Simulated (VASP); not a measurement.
# NbSnTe4 (P4/mmm) in VASP: notebook, part 3 of 4

VASP 6.6.1. Earlier steps stand in the parts before.

**4. Relaxation of cell and atoms, PBE**

INCAR reads:

```
PREC = Accurate ; ENCUT = 600
EDIFF = 1E-7 ; ISMEAR = 0
SIGMA = 0.1 ; LREAL = False
LASPH = True ; NELM = 100
ALGO = Normal ; ISIF = 3
LWAVE = False ; LCHARG = False
GGA = PE ; IBRION = 2
NSW = 90 ; EDIFFG = -0.04
```

KPOINTS reads:

```
regular mesh
0
Gamma
  6 6 2
```

POSCAR reads:

```
NbSnTe4
1.0
    3.5209460300      0.0000000000      0.0000000000
    0.0000000000      3.5209460300      0.0000000000
    0.0000000000      0.0000000000     13.2680209800
Nb Sn Te
1 1 4
Direct
    0.0000000000      0.0000000000      0.0000000000
    0.0000000000      0.0000000000      0.5000000000
    0.5000000000      0.5000000000      0.3645260000
    0.5000000000      0.5000000000      0.8643389900
    0.5000000000      0.5000000000      0.1356610100
    0.5000000000      0.5000000000      0.6354740000
```

Potentials or basis: VASP PAW PBE potentials, release 64 (Nb_sv, Sn_d, Te).

Launch:

```console
cat potpaw_PBE.64/Nb_sv/POTCAR potpaw_PBE.64/Sn_d/POTCAR potpaw_PBE.64/Te/POTCAR > POTCAR
mpirun -np 1 vasp_std > vasp.out
```

OUTCAR:

```text
PREC = Accurate
   ENCUT = 600
   EDIFF = 1E-7
   ISMEAR = 0
   LREAL = False
   LASPH = True
   NELM = 100
   ISIF = 3
   GGA = PE
   IBRION = 2
   NSW = 90
   EDIFFG = -0.04

 ion  position               nearest neighbor table
   1  0.000  0.000  0.000-   4 3.07   5 3.07   4 3.07   5 3.07   4 3.07   5 3.07   4 3.07   5 3.07

   2  0.000  0.000  0.500-   3 3.07   6 3.07   3 3.07   6 3.07   3 3.07   6 3.07   3 3.07   6 3.07

   3  0.500  0.500  0.365-   5 3.04   2 3.07   2 3.07   2 3.07   2 3.07   6 3.59
   4  0.500  0.500  0.864-   6 3.04   1 3.07   1 3.07   1 3.07   1 3.07   5 3.60
   5  0.500  0.500  0.136-   3 3.04   1 3.07   1 3.07   1 3.07   1 3.07   4 3.60
   6  0.500  0.500  0.635-   4 3.04   2 3.07   2 3.07   2 3.07   2 3.07   3 3.59

  LATTYP: Found a simple tetragonal cell.
 ALAT       =     3.5209460300
 C/A-ratio  =     3.7683113762

  Lattice vectors:

 A1 = (   3.5209460300,   0.0000000000,   0.0000000000)
 A2 = (   0.0000000000,   3.5209460300,   0.0000000000)
 A3 = (   0.0000000000,   0.0000000000,  13.2680209800)

Analysis of symmetry for initial positions (statically):
=====================================================================
 Subroutine PRICEL returns:
 Original cell was already a primitive cell.

 Routine SETGRP: Setting up the symmetry group for a
 simple tetragonal supercell.

 Subroutine GETGRP returns: Found 16 space group operations
 (whereof 16 operations were pure point group operations)
 out of a pool of 16 trial point group operations.

The static configuration has the point symmetry D_4h.

Analysis of symmetry for dynamics (positions and initial velocities):
=====================================================================
 Subroutine PRICEL returns:
 Original cell was already a primitive cell.

 Routine SETGRP: Setting up the symmetry group for a
 simple tetragonal supercell.

 Subroutine GETGRP returns: Found 16 space group operations
 (whereof 16 operations were pure point group operations)
 out of a pool of 16 trial point group operations.

The dynamic configuration has the point symmetry D_4h.

 Subroutine INISYM returns: Found 16 space group operations
 (whereof 16 operations are pure point group operations),
 and found     1 'primitive' translations

----------------------------------------------------------------------------------------

                                     Primitive cell

  volume of cell :     164.4845

  direct lattice vectors                    reciprocal lattice vectors
     3.520946030  0.000000000  0.000000000     0.284014578  0.000000000  0.000000000
     0.000000000  3.520946030  0.000000000     0.000000000  0.284014578  0.000000000
     0.000000000  0.000000000 13.268020980     0.000000000  0.000000000  0.075369190

  length of vectors
     3.520946030  3.520946030 13.268020980     0.284014578  0.284014578  0.075369190

  position of ions in fractional coordinates (direct lattice)
     0.000000000  0.000000000  0.000000000
     0.000000000  0.000000000  0.500000000
     0.500000000  0.500000000  0.364526000
     0.500000000  0.500000000  0.864338990
     0.500000000  0.500000000  0.135661010
     0.500000000  0.500000000  0.635474000

  ion indices of the primitive-cell ions
   primitive index   ion index
                 1           1
                 2           2
                 3           3
                 4           4
[... 22 lines left out ...]
     0.000000000  0.000000000  0.000000000

 Subroutine IBZKPT returns following result:
 ===========================================

 Found     20 irreducible k-points:

 Following reciprocal coordinates:
            Coordinates               Weight
  0.000000  0.000000  0.000000      1.000000
  0.166667  0.000000  0.000000      4.000000
  0.333333  0.000000  0.000000      4.000000
  0.500000  0.000000  0.000000      2.000000
  0.166667  0.166667  0.000000      4.000000
  0.333333  0.166667  0.000000      8.000000
[... 12 lines left out ...]
  0.500000  0.333333  0.500000      4.000000
  0.500000  0.500000  0.500000      1.000000
   k-points           NKPTS =     20   k-points in BZ     NKDIM =     20   number of bands    NBANDS=     30
   number of dos      NEDOS =    301   number of ions     NIONS =      6
   total plane-waves  NPLWV =  84672
   dimension x,y,z NGX =    28 NGY =   28 NGZ =  108
   dimension x,y,z NGXF=    56 NGYF=   56 NGZF=  216
   ions per type =               1   1   4
   NGX,Y,Z   is equivalent  to a cutoff of  13.22, 13.22, 13.53 a.u.
   NGXF,Y,Z  is equivalent  to a cutoff of  26.44, 26.44, 27.06 a.u.
 SYSTEM =  unknown system
   PREC   = accura    normal or accurate (medium, high low for compatibility)
   ISTART =      0    job   : 0-new  1-cont  2-samecut
   ICHARG =      2    charge: 1-file 2-atom 10-const
   ISPIN  =      1    spin polarized calculation?
   LNONCOLLINEAR =      F non collinear calculations
   LSORBIT =      F    spin-orbit coupling
   LASPH  =      T    aspherical Exc in radial PAW
   ENCUT  =  600.0 eV  44.10 Ry    6.64 a.u.   7.03  7.03 26.50*2*pi/ulx,y,z
   NELM   =    100;   NELMIN=  2; NELMDL= -5     # of ELM steps
   EDIFF  = 0.1E-06   stopping-criterion for ELM
   LREAL  =      F    real-space projection
   EDIFFG = -.4E-01   stopping-criterion for IOM
   NSW    =     90    number of steps for IOM
   IBRION =      2    ionic relax: 0-MD 1-quasi-New 2-CG
   NFREE  =      1    steps in history (QN), initial steepest desc. (CG)
   ISIF   =      3    stress and relaxation
   ISYM   =      2    0-nonsym 1-usesym 2-fastsym
   POTIM  = 0.5000    time-step for ionic-motion
   TEBEG  =    0.0;   TEEND  =   0.0 temperature during run
   PSTRESS=    0.0 pullay stress
   NELECT =      51.0000    total number of electrons
   NUPDOWN=      -1.0000    fix difference up-down
   EMIN   =  10.00;   EMAX   =-10.00  energy-range for DOS
   EFERMI =   0.00;   METHOD = LEGACY
   ISMEAR =     0;   SIGMA  =   0.10  broadening in eV -4-tet -1-fermi 0-gaus
   EFERMI_NEDOS =   21; number of points for ismear=-14 and -15
   IALGO  =     38    algorithm
   IMIX   =      4    mixing-type and parameters
     AMIX     =   0.40;   BMIX     =  1.00
     AMIX_MAG =   1.60;   BMIX_MAG =  1.00
  volume/ion in A,a.u.               =      27.41       185.00
  Fermi-wavevector in a.u.,A,eV,Ry     =   1.108043  2.093898 16.704678  1.227759
  Thomas-Fermi vector in A             =   2.244565
   LORBIT       =      0    0 simple, 1 ext, 2 COOP (PROOUT), +10 PAW based schemes
   GGA     = PE    functional components
   LHFCALC =     F    Hartree Fock is set to
   AEXX    =    0.0000 exact exchange contribution
   IVDW    =     0    specifies the selected vdW correction
   LEPSILON=     F    determine dielectric tensor
   LRPA    =     F    only Hartree local field effects (RPA)
 conjugate gradient relaxation of ions
 non-spin polarized calculation
 Gauss-broadening in eV      SIGMA  =   0.10
  energy-cutoff  :      600.00
  volume of cell :      164.48
 maximum number of plane-waves:      5524
   NGX = 15   NGY = 15   NGZ = 53

--------------------------------------- Ionic step        1  -------------------------------------------

 number of electron      51.0000005 magnetization

 Free energy of the ion-electron system (eV)
  ---------------------------------------------------
  ext. energy  EPLUGINS =         0.00000000
  ---------------------------------------------------
  free energy    TOTEN  =       -26.00111721 eV

  energy without entropy =      -25.97746137  energy(sigma->0) =      -25.98928929

 E-fermi :   8.1248     XC(G=0): -10.0751

 val. band max:        8.1025926097   @ k =   0.5000   0.1667   0.5000
 cond. band min:       8.1357878402   @ k =   0.1667   0.1667   0.0000
 fundamental gap:      0.0331952305
 Fermi energy:         8.1247767455

 k-point     1 :       0.0000    0.0000    0.0000
  band No.  band energies     occupation
      1     -47.3479      2.00000
      2     -23.3846      2.00000
      3     -23.3173      2.00000
      4     -23.3173      2.00000
      5     -13.6454      2.00000
      6     -13.5949      2.00000
[... 762 lines left out ...]
  FREE ENERGIE OF THE ION-ELECTRON SYSTEM (eV)
  ---------------------------------------------------
  free  energy   TOTEN  =       -26.5065578855 eV

  energy  without entropy=      -26.4779770538  energy(sigma->0) =      -26.49226747

[... ionic steps 4 to 20 ...]

--------------------------------------- Ionic step       21  -------------------------------------------

 number of electron      51.0000002 magnetization

------------------------ aborting loop because EDIFF is reached ----------------------------------------
[... 75 lines left out ...]
--------------------------------------- Ionic step       23  -------------------------------------------

 number of electron      51.0000001 magnetization

 Free energy of the ion-electron system (eV)
  ---------------------------------------------------
  ext. energy  EPLUGINS =         0.00000000
  ---------------------------------------------------
  free energy    TOTEN  =       -27.18960792 eV

  energy without entropy =      -27.16221543  energy(sigma->0) =      -27.17591168

 E-fermi :   6.6272     XC(G=0):  -9.4680

 val. band max:        6.6137954594   @ k =   0.5000   0.3333   0.5000
 cond. band min:       6.6421317170   @ k =   0.3333   0.3333   0.5000
 fundamental gap:      0.0283362576
 Fermi energy:         6.6272281209

 k-point     1 :       0.0000    0.0000    0.0000
  band No.  band energies     occupation
      1     -48.5122      2.00000
      2     -24.5905      2.00000
      3     -24.5055      2.00000
      4     -24.5055      2.00000
      5     -15.2921      2.00000
      6     -15.2236      2.00000
[... 682 lines left out ...]
  FREE ENERGIE OF THE ION-ELECTRON SYSTEM (eV)
  ---------------------------------------------------
  free  energy   TOTEN  =       -27.1896079246 eV

  energy  without entropy=      -27.1622154282  energy(sigma->0) =      -27.17591168

 reached required accuracy - stopping structural energy minimisation
```

OSZICAR:

```text
N       E                     dE             d eps       ncg     rms          rms(c)
DAV:   1     0.520675759498E+03    0.52068E+03   -0.24125E+04  1206   0.190E+03
DAV:   2     0.479094926957E+02   -0.47277E+03   -0.46302E+03  1280   0.516E+02
DAV:   3    -0.208189920335E+02   -0.68728E+02   -0.66335E+02  1592   0.172E+02
DAV:   4    -0.264387931265E+02   -0.56198E+01   -0.53772E+01  1982   0.425E+01
[... 317 lines left out ...]
DAV:   5    -0.271896126104E+02    0.13008E-04   -0.11032E-04  2078   0.635E-02    0.347E-02
DAV:   6    -0.271896107550E+02    0.18553E-05   -0.15364E-05  1922   0.172E-02    0.191E-02
DAV:   7    -0.271896086638E+02    0.20912E-05   -0.22747E-05  2194   0.300E-02    0.161E-02
DAV:   8    -0.271896079288E+02    0.73495E-06   -0.58488E-06  1828   0.116E-02    0.532E-03
DAV:   9    -0.271896079246E+02    0.42783E-08   -0.36098E-07  1290   0.352E-03
  23 F= -.27189608E+02 E0= -.27175912E+02  d E =-.193808E-02
```

CONTCAR:

```text
NbSnTe4
   1.00000000000000
     3.4344683194529066    0.0000000000000000   -0.0000000000000000
    -0.0000000000000000    3.4344683194529066    0.0000000000000000
     0.0000000000000000    0.0000000000000000   15.4958177607775518
  Nb              Sn              Te
     1     1     4
Direct
     1.0000000000000000    0.0000000000000000    0.0000000000000000
     1.0000000000000000    0.0000000000000000    0.5000000000000000
     0.5000000000000000    0.5000000000000000    0.3571936853737464
     0.5000000000000000    0.5000000000000000    0.8915614690716592
     0.5000000000000000    0.5000000000000000    0.1084385309283408
     0.5000000000000000    0.5000000000000000    0.6428063146262538

  0.00000000E+00  0.00000000E+00  0.00000000E+00
  0.00000000E+00  0.00000000E+00  0.00000000E+00
  0.00000000E+00  0.00000000E+00  0.00000000E+00
  0.00000000E+00  0.00000000E+00  0.00000000E+00
  0.00000000E+00  0.00000000E+00  0.00000000E+00
  0.00000000E+00  0.00000000E+00  0.00000000E+00
```

Wall time 27 min (1 thread of Intel Xeon Platinum 8559C (Emerald Rapids), shared host); peak memory 0.38 GiB.

What came out:

| Quantity | Value |
| --- | --- |
| Free energy | -27.1896 eV |
| Relaxed volume | 30.46 Å³/atom |
| Relaxed cell | a = 3.434 Å, b = 3.434 Å, c = 15.496 Å, α = 90.00°, β = 90.00°, γ = 90.00° |
| Space group after relaxing (to 0.1 Å) | P4/mmm (No. 123) |
| Energy gained by relaxing | 198.1 meV/atom |
| Ionic steps | 23 |
| Pressure after relaxing | 0.1 GPa |
| Largest force after relaxing | 0.022 eV/Å |
| Band gap on the k mesh | zero (an odd number of electrons rules out a gap without spin polarisation) |

Forces on the atoms (eV/Å):
```
Nb   0.000  0.000  0.000
Sn   0.000  0.000  0.000
Te   0.000  0.000 -0.013
Te   0.000  0.000  0.022
Te   0.000  0.000 -0.022
Te   0.000  0.000  0.013
```

The path:
| step | energy change (eV) | largest force (eV/Å) | pressure (GPa) | volume (Å³) |
| --- | --- | --- | --- | --- |
| 1 | 0.0000 | 2.1601 | 3.45 | 164.48 |
| 2 | -0.4747 | 1.5297 | -1.59 | 178.94 |
| 3 | -0.5054 | 1.3374 | -2.74 | 183.72 |
| 4 | -0.8040 | 0.5032 | -0.29 | 178.04 |
| 5 | -0.8116 | 0.5324 | 0.26 | 177.09 |
| 6 | -0.9410 | 0.4184 | 0.99 | 176.21 |
| 7 | -1.0707 | 0.7101 | 2.14 | 174.85 |
| 8 | -0.8676 | 1.3731 | 5.33 | 171.08 |
| 9 | -1.0738 | 0.8637 | 2.83 | 173.90 |
| 10 | -1.1544 | 0.3377 | 0.23 | 180.92 |
| 11 | -1.1545 | 0.3070 | 0.09 | 181.37 |
| 12 | -1.1545 | 0.3177 | 0.13 | 181.22 |
| 13 | -1.1620 | 0.2491 | 0.09 | 181.04 |
| 14 | -1.1765 | 0.1402 | -0.02 | 180.50 |
| 15 | -1.1657 | 0.3241 | -0.12 | 179.39 |
| 16 | -1.1790 | 0.0986 | -0.07 | 180.15 |
| 17 | -1.1806 | 0.0713 | 0.15 | 179.73 |
| 18 | -1.1811 | 0.0507 | 0.32 | 179.42 |
| 19 | -1.1821 | 0.0475 | 0.28 | 179.71 |
| 20 | -1.1846 | 0.0632 | 0.15 | 180.58 |
| 21 | -1.1866 | 0.1165 | -0.09 | 182.33 |
| 22 | -1.1879 | 0.0685 | 0.01 | 182.56 |
| 23 | -1.1885 | 0.0221 | 0.11 | 182.78 |

Final structure:
```cif
data_structure
_symmetry_space_group_name_H-M 'P 1'
_symmetry_Int_Tables_number 1
_cell_length_a 3.4345
_cell_length_b 3.4345
_cell_length_c 15.4958
_cell_angle_alpha 90.000
_cell_angle_beta 90.000
_cell_angle_gamma 90.000
_cell_volume 182.78
loop_
_atom_site_label
_atom_site_type_symbol
_atom_site_fract_x
_atom_site_fract_y
_atom_site_fract_z
_atom_site_occupancy
Nb1 Nb 0.00000 0.00000 0.00000 1
Sn1 Sn 0.00000 0.00000 0.50000 1
Te1 Te 0.50000 0.50000 0.35719 1
Te2 Te 0.50000 0.50000 0.89156 1
Te3 Te 0.50000 0.50000 0.10844 1
Te4 Te 0.50000 0.50000 0.64281 1
```

Caveat: a cell axis changed by over 15 % at a fixed basis, so the end point is rough; spin-orbit coupling is left out, which moves the levels of the heavy elements; this functional lacks dispersion, which binds the layers, so the pressure and a relaxed spacing across them are unreliable.

(Part 3 of 4 ends here.)
